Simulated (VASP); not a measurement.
# Rb (Pm-3m) in VASP: a series of runs

The runs below take Rb through single point, with PBE.

All numbers are computed with VASP 6.6.1; they aren't measurements. Logs are shortened: lines on timing, memory, paths and dates and some standing lists are left out, and cuts for length are marked.

**1. The cell of the first run**

The structure is cubic, space group Pm-3m (No. 221). The conventional cell has a = 4.625 Å, b = 4.625 Å, c = 4.625 Å, α = 90.00°, β = 90.00°, γ = 90.00°.

**2. Single point, PBE**

Input file INCAR:

```
PREC     = Accurate       # precision mode
ENCUT    = 520            # plane-wave cutoff, eV
EDIFF    = 1E-7           # SCF threshold, eV
ISMEAR   = -1             # smearing method
SIGMA    = 0.1            # smearing width, eV
LREAL    = False          # projectors in reciprocal space
LASPH    = True           # aspherical terms in the spheres
NELM     = 100            # most SCF steps
ALGO     = Normal         # electronic algorithm
ISIF     = 2              # what is computed and relaxed
LWAVE    = False          # write WAVECAR
LCHARG   = False          # write CHGCAR
GGA      = PE             # functional
NBANDS   = 10             # bands
```

Input file KPOINTS:

```
regular mesh
0
Gamma
  11 11 11
```

Input file POSCAR:

```
Rb
1.0
    4.6250905688      0.0000000000      0.0000000000
    0.0000000000      4.6250905688      0.0000000000
    0.0000000000      0.0000000000      4.6250905688
Rb
1
Direct
    0.0000000000      0.0000000000      0.0000000000
```

Potentials or basis: VASP PAW PBE potentials, release 64 (Rb_sv).

The run is started by

```bash
> cat potpaw_PBE.64/Rb_sv/POTCAR > POTCAR
> mpirun -np 1 vasp_std > vasp.out
```

OUTCAR:

```text
PREC = Accurate
   ENCUT = 520
   EDIFF = 1E-7
   ISMEAR = -1
   LREAL = False
   LASPH = True
   NELM = 100
   ISIF = 2
   GGA = PE

 ion  position               nearest neighbor table
   1  0.000  0.000  0.000-

  LATTYP: Found a simple cubic cell.
 ALAT       =     4.6250905688

  Lattice vectors:

 A1 = (   4.6250905688,   0.0000000000,   0.0000000000)
 A2 = (   0.0000000000,   4.6250905688,   0.0000000000)
 A3 = (   0.0000000000,   0.0000000000,   4.6250905688)

Analysis of symmetry for initial positions (statically):
=====================================================================
 Subroutine PRICEL returns:
 Original cell was already a primitive cell.

 Routine SETGRP: Setting up the symmetry group for a
 simple cubic supercell.

 Subroutine GETGRP returns: Found 48 space group operations
 (whereof 48 operations were pure point group operations)
 out of a pool of 48 trial point group operations.

The static configuration has the point symmetry O_h .

Analysis of symmetry for dynamics (positions and initial velocities):
=====================================================================
 Subroutine PRICEL returns:
 Original cell was already a primitive cell.

 Routine SETGRP: Setting up the symmetry group for a
 simple cubic supercell.

 Subroutine GETGRP returns: Found 48 space group operations
 (whereof 48 operations were pure point group operations)
 out of a pool of 48 trial point group operations.

The dynamic configuration has the point symmetry O_h .

 Subroutine INISYM returns: Found 48 space group operations
 (whereof 48 operations are pure point group operations),
 and found     1 'primitive' translations

----------------------------------------------------------------------------------------

                                     Primitive cell

  volume of cell :      98.9375

  direct lattice vectors                    reciprocal lattice vectors
     4.625090569  0.000000000  0.000000000     0.216211982  0.000000000  0.000000000
     0.000000000  4.625090569  0.000000000     0.000000000  0.216211982  0.000000000
     0.000000000  0.000000000  4.625090569     0.000000000  0.000000000  0.216211982

  length of vectors
     4.625090569  4.625090569  4.625090569     0.216211982  0.216211982  0.216211982

  position of ions in fractional coordinates (direct lattice)
     0.000000000  0.000000000  0.000000000

  ion indices of the primitive-cell ions
   primitive index   ion index
                 1           1

----------------------------------------------------------------------------------------

 KPOINTS: regular mesh

Automatic generation of k-mesh.
 Grid dimensions read from file:
 generate k-points for:   11   11   11

 Generating k-lattice:

  Cartesian coordinates                     Fractional coordinates (reciprocal lattice)
     0.019655635  0.000000000  0.000000000     0.090909091  0.000000000  0.000000000
     0.000000000  0.019655635  0.000000000     0.000000000  0.090909091  0.000000000
     0.000000000  0.000000000  0.019655635     0.000000000  0.000000000  0.090909091

  Length of vectors
     0.019655635  0.019655635  0.019655635

  Shift w.r.t. Gamma in fractional coordinates (k-lattice)
     0.000000000  0.000000000  0.000000000

 Subroutine IBZKPT returns following result:
 ===========================================

 Found     56 irreducible k-points:

 Following reciprocal coordinates:
            Coordinates               Weight
  0.000000  0.000000  0.000000      1.000000
  0.090909  0.000000  0.000000      6.000000
  0.181818  0.000000  0.000000      6.000000
  0.272727  0.000000  0.000000      6.000000
  0.363636  0.000000  0.000000      6.000000
  0.454545  0.000000  0.000000      6.000000
[... 16 lines left out ...]
  0.181818  0.090909  0.090909     24.000000
  0.272727  0.090909  0.090909     24.000000
 [... further k-points ...]
   k-points           NKPTS =     56   k-points in BZ     NKDIM =     56   number of bands    NBANDS=     10
   number of dos      NEDOS =    301   number of ions     NIONS =      1
   total plane-waves  NPLWV =  46656
   dimension x,y,z NGX =    36 NGY =   36 NGZ =   36
   dimension x,y,z NGXF=    72 NGYF=   72 NGZF=   72
   ions per type =               1
   NGX,Y,Z   is equivalent  to a cutoff of  12.94, 12.94, 12.94 a.u.
   NGXF,Y,Z  is equivalent  to a cutoff of  25.88, 25.88, 25.88 a.u.
 SYSTEM =  unknown system
   PREC   = accura    normal or accurate (medium, high low for compatibility)
   ISTART =      0    job   : 0-new  1-cont  2-samecut
   ICHARG =      2    charge: 1-file 2-atom 10-const
   ISPIN  =      1    spin polarized calculation?
   LNONCOLLINEAR =      F non collinear calculations
   LSORBIT =      F    spin-orbit coupling
   LASPH  =      T    aspherical Exc in radial PAW
   ENCUT  =  520.0 eV  38.22 Ry    6.18 a.u.   8.60  8.60  8.60*2*pi/ulx,y,z
   NELM   =    100;   NELMIN=  2; NELMDL= -5     # of ELM steps
   EDIFF  = 0.1E-06   stopping-criterion for ELM
   LREAL  =      F    real-space projection
   EDIFFG = 0.1E-05   stopping-criterion for IOM
   NSW    =      0    number of steps for IOM
   IBRION =     -1    ionic relax: 0-MD 1-quasi-New 2-CG
   NFREE  =      0    steps in history (QN), initial steepest desc. (CG)
   ISIF   =      2    stress and relaxation
   ISYM   =      2    0-nonsym 1-usesym 2-fastsym
   POTIM  = 0.5000    time-step for ionic-motion
   TEBEG  =    0.0;   TEEND  =   0.0 temperature during run
   PSTRESS=    0.0 pullay stress
   NELECT =       9.0000    total number of electrons
   NUPDOWN=      -1.0000    fix difference up-down
   EMIN   =  10.00;   EMAX   =-10.00  energy-range for DOS
   EFERMI =   0.00;   METHOD = LEGACY
   ISMEAR =    -1;   SIGMA  =   0.10  broadening in eV -4-tet -1-fermi 0-gaus
   EFERMI_NEDOS =   21; number of points for ismear=-14 and -15
   IALGO  =     38    algorithm
   IMIX   =      4    mixing-type and parameters
     AMIX     =   0.40;   BMIX     =  1.00
     AMIX_MAG =   1.60;   BMIX_MAG =  1.00
  volume/ion in A,a.u.               =      98.94       667.66
  Fermi-wavevector in a.u.,A,eV,Ry     =   0.736267  1.391343  7.375573  0.542089
  Thomas-Fermi vector in A             =   1.829665
   LORBIT       =      0    0 simple, 1 ext, 2 COOP (PROOUT), +10 PAW based schemes
   GGA     = PE    functional components
   LHFCALC =     F    Hartree Fock is set to
   AEXX    =    0.0000 exact exchange contribution
   IVDW    =     0    specifies the selected vdW correction
   LEPSILON=     F    determine dielectric tensor
   LRPA    =     F    only Hartree local field effects (RPA)
 non-spin polarized calculation
  energy-cutoff  :      520.00
  volume of cell :       98.94
 maximum number of plane-waves:      2684
 NGX is ok and might be reduce to    36
   NGX = 17   NGY = 17   NGZ = 17

 number of electron       9.0000000 magnetization

 Free energy of the ion-electron system (eV)
  ---------------------------------------------------
  ext. energy  EPLUGINS =         0.00000000
  ---------------------------------------------------
  free energy    TOTEN  =        -0.85587193 eV

  energy without entropy =       -0.82659255  energy(sigma->0) =       -0.84123224

 E-fermi :  -0.1490     XC(G=0):  -5.2561

 val. band max:       -0.1723210070   @ k =   0.4545   0.1818   0.0000
 cond. band min:      -0.1380165141   @ k =   0.3636   0.2727   0.1818
 fundamental gap:      0.0343044929
 Fermi energy:        -0.1489993507

 k-point     1 :       0.0000    0.0000    0.0000
  band No.  band energies     occupation
      1     -29.2292      2.00000
      2     -13.2617      2.00000
      3     -13.2617      2.00000
      4     -13.2617      2.00000
      5      -2.0121      2.00000
      6       2.1824      0.00000
      7       2.1824      0.00000
      8       5.5204      0.00000
      9       5.5204      0.00000
     10       5.5212      0.00000

 k-point     2 :       0.0909    0.0000    0.0000
  band No.  band energies     occupation
      1     -29.2288      2.00000
      2     -13.2712      2.00000
      3     -13.2609      2.00000
      4     -13.2609      2.00000
      5      -1.9399      2.00000
      6       2.1432      0.00000
      7       2.2181      0.00000
      8       5.0986      0.00000
      9       5.0986      0.00000
     10       5.1908      0.00000

 k-point     3 :       0.1818    0.0000    0.0000
  band No.  band energies     occupation
      1     -29.2279      2.00000
      2     -13.2964      2.00000
      3     -13.2588      2.00000
      4     -13.2588      2.00000
      5      -1.7282      2.00000
      6       1.9519      0.00000
      7       2.3196      0.00000
      8       4.6661      0.00000
      9       4.6661      0.00000
     10       4.8550      0.00000

 k-point     4 :       0.2727    0.0000    0.0000
  band No.  band energies     occupation
      1     -29.2267      2.00000
      2     -13.3291      2.00000
      3     -13.2560      2.00000
      4     -13.2560      2.00000
      5      -1.3904      1.99999
      6       1.5183      0.00000
      7       2.4688      0.00000
      8       4.3136      0.00000
      9       4.3136      0.00000
     10       4.9386      0.00000

 k-point     5 :       0.3636    0.0000    0.0000
  band No.  band energies     occupation
      1     -29.2256      2.00000
      2     -13.3587      2.00000
      3     -13.2534      2.00000
      4     -13.2534      2.00000
      5      -0.9476      1.99932
      6       0.9239      0.00004
      7       2.6279      0.00000
      8       4.0661      0.00000
      9       4.0661      0.00000
     10       5.4168      0.00000

 k-point     6 :       0.4545    0.0000    0.0000
  band No.  band energies     occupation
      1     -29.2250      2.00000
      2     -13.3762      2.00000
      3     -13.2518      2.00000
      4     -13.2518      2.00000
      5      -0.4516      1.90748
      6       0.3275      0.01690
      7       2.7366      0.00000
      8       3.9388      0.00000
      9       3.9388      0.00000
     10       5.8419      0.00000
[... 183 lines left out ...]
 k-point    21 :       0.4545    0.4545    0.0000
  band No.  band energies     occupation
      1     -29.2208      2.00000
      2     -13.3619      2.00000
      3     -13.3617      2.00000
      4     -13.2424      2.00000
      5       0.6435      0.00072
      6       1.3063      0.00000
      7       1.9392      0.00000
      8       2.2018      0.00000
      9       4.3846      0.00000
     10       4.4111      0.00000

 k-point    22 :       0.0909    0.0909    0.0909
  band No.  band energies     occupation
      1     -29.2281      2.00000
      2     -13.2704      2.00000
      3     -13.2691      2.00000
      4     -13.2691      2.00000
      5      -1.7966      2.00000
      6       2.1901      0.00000
      7       2.1901      0.00000
      8       4.3097      0.00000
      9       5.0246      0.00000
     10       5.0246      0.00000

 k-point    23 :       0.1818    0.0909    0.0909
  band No.  band energies     occupation
      1     -29.2272      2.00000
      2     -13.2946      2.00000
      3     -13.2677      2.00000
      4     -13.2669      2.00000
      5      -1.5868      2.00000
      6       2.0346      0.00000
      7       2.2925      0.00000
      8       3.9594      0.00000
      9       4.5388      0.00000
     10       5.1114      0.00000

 k-point    24 :       0.2727    0.0909    0.0909
  band No.  band energies     occupation
      1     -29.2260      2.00000
      2     -13.3271      2.00000
      3     -13.2648      2.00000
      4     -13.2640      2.00000
      5      -1.2521      1.99997
      6       1.6113      0.00000
      7       2.4492      0.00000
      8       3.8683      0.00000
      9       4.1205      0.00000
     10       5.2268      0.00000

 [... further k-points ...]

------------------------ aborting loop because EDIFF is reached ----------------------------------------

  FORCE on cell =-STRESS in cart. coord.  units (eV):
  Direction    XX          YY          ZZ          XY          YZ          ZX
  --------------------------------------------------------------------------------------
  -------------------------------------------------------------------------------------
  Total        0.0034448      0.0034448      0.0034448      0.0000000      0.0000000      0.0000000
  in kB        0.0557846      0.0557846      0.0557846      0.0000000      0.0000000      0.0000000
  external PRESSURE =       0.0557846 kB  Pullay stress =       0.0000000 kB

 VOLUME and BASIS-vectors are now :
 -----------------------------------------------------------------------------
  energy-cutoff  :      520.00
  volume of cell :       98.94
      direct lattice vectors                 reciprocal lattice vectors
     4.625090569  0.000000000  0.000000000     0.216211982  0.000000000  0.000000000
     0.000000000  4.625090569  0.000000000     0.000000000  0.216211982  0.000000000
     0.000000000  0.000000000  4.625090569     0.000000000  0.000000000  0.216211982

 POSITION                                       TOTAL-FORCE (eV/Angst)
 -----------------------------------------------------------------------------------
      0.00000      0.00000      0.00000         0.000000      0.000000      0.000000
 -----------------------------------------------------------------------------------
    total drift:                                0.000000      0.000000     -0.000000

  FREE ENERGIE OF THE ION-ELECTRON SYSTEM (eV)
  ---------------------------------------------------
  free  energy   TOTEN  =        -0.8558719259 eV

  energy  without entropy=       -0.8265925512  energy(sigma->0) =       -0.84123224
```

It took 49 s on 1 thread of Intel Xeon Platinum 8375C at 2.90GHz (Ice Lake), shared host; peak memory 0.21 GiB.

What came out:

| Property | Result |
| --- | --- |
| Free energy | -0.8559 eV |
| Pressure | 0.0 GPa |

**3. Single point, PBE**

Input file INCAR:

```
SYSTEM = Rb
ALGO = Normal
EDIFF = 1E-6
ENCUT = 520
GGA = PE
ISIF = 2
ISMEAR = -1
LASPH = .True.
LCHARG = .False.
LREAL = .False.
LWAVE = .False.
NBANDS = 10
NELM = 60
PREC = Accurate
SIGMA = 0.1
```

Input file KPOINTS:

```
k-points
0
Gamma
  11 11 11
  0 0 0
```

POSCAR is that of step 2.

Potentials or basis: VASP PAW PBE potentials, release 64 (Rb_sv).

The run is started by

```bash
> cat potpaw_PBE.64/Rb_sv/POTCAR > POTCAR
> mpirun -np 1 vasp_std > vasp.out
```

Run time: 53 s. Hardware: 1 thread of Intel Xeon Platinum 8375C at 2.90GHz (Ice Lake), shared host; peak memory 0.22 GiB.

Results (log left out):

| Item | Value |
| --- | --- |
| Free energy | -0.8559 eV |
| Pressure | 0.0 GPa |

Levels at points of the mesh, in eV from the Fermi level:
```csv
k point,band 2,band 3,band 4,band 5,band 6,band 7,band 8,band 9
"(0.00, 0.00, 0.00)",-13.11,-13.11,-13.11,-1.86,2.33,2.33,5.67,5.67
```

**4. Single point, PBE (volume scaled by 1.04)**

Input file INCAR:

```
  PREC = Accurate
  ENCUT = 520
  EDIFF = 1E-6
  ISMEAR = -1
  SIGMA = 0.1
  LREAL = False
  LASPH = True
  NELM = 60
  ALGO = Normal
  ISIF = 2
  LWAVE = False
  LCHARG = True
  GGA = PE
  LELF = True
  LVHAR = True
  NBANDS = 10
```

Input file KPOINTS:

```
regular mesh
0
Gamma
  11 11 11
```

Input file POSCAR:

```
Rb
1.0
    4.6859540033      0.0000000000      0.0000000000
    0.0000000000      4.6859540033      0.0000000000
    0.0000000000      0.0000000000      4.6859540033
Rb
1
Direct
    0.0000000000      0.0000000000      0.0000000000
```

The run is started by

```bash
> cat potpaw_PBE.64/Rb_sv/POTCAR > POTCAR
> mpirun -np 1 vasp_std > vasp.out
```

Run time: 56 s. Hardware: 1 thread of Intel Xeon Platinum 8375C at 2.90GHz (Ice Lake), shared host; peak memory 0.22 GiB.

It converged, with:

```yaml
Free_energy: -0.8551 eV
Pressure: -0.1 GPa
```

Levels at points of the mesh, in eV from the Fermi level:
```
           k point  band 1  band 2  band 3  band 4  band 5  band 6  band 7  band 8  band 9  band 10
(0.00, 0.00, 0.00)  -29.09  -13.13  -13.13  -13.13   -1.81    2.33    2.33    5.53    5.53     5.53
```
